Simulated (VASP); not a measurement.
Here is a VASP 6.6.1 calculation.

INCAR

```
ALGO = Normal
EDIFF = 1E-7
ENCUT = 520
GGA = PE
ISIF = 2
ISMEAR = 0
LASPH = T
LCHARG = F
LREAL = F
LWAVE = F
NBANDS = 34
NELM = 100
PREC = Accurate
SIGMA = 0.01
```

KPOINTS

```
k-points
0
Gamma
  8 8 8
```

POSCAR

```
FeSi
1.0
    4.2624800516      0.0000000000      0.0000000000
    0.0000000000      4.2624800516      0.0000000000
    0.0000000000      0.0000000000      4.2624800516
Fe Si
4 4
Direct
    0.1405702641      0.1405702641      0.1405702641
    0.3594297359      0.8594297359      0.6405702641
    0.6405702641      0.3594297359      0.8594297359
    0.8594297359      0.6405702641      0.3594297359
    0.8427824583      0.8427824583      0.8427824583
    0.6572175417      0.1572175417      0.3427824583
    0.3427824583      0.6572175417      0.1572175417
    0.1572175417      0.3427824583      0.6572175417
```

Potentials or basis: VASP PAW PBE potentials, release 64 (Fe, Si).

Launch:

```bash
$ cat potpaw_PBE.64/Fe/POTCAR potpaw_PBE.64/Si/POTCAR > POTCAR
$ mpirun -np 1 vasp_std > vasp.out
```

(1) Predict the largest force.

(2) What does it give for the band gap on the k mesh?

Results:

(1) 0.043 eV/Å.

(2) 0.15 eV, indirect (least direct gap 0.17 eV).
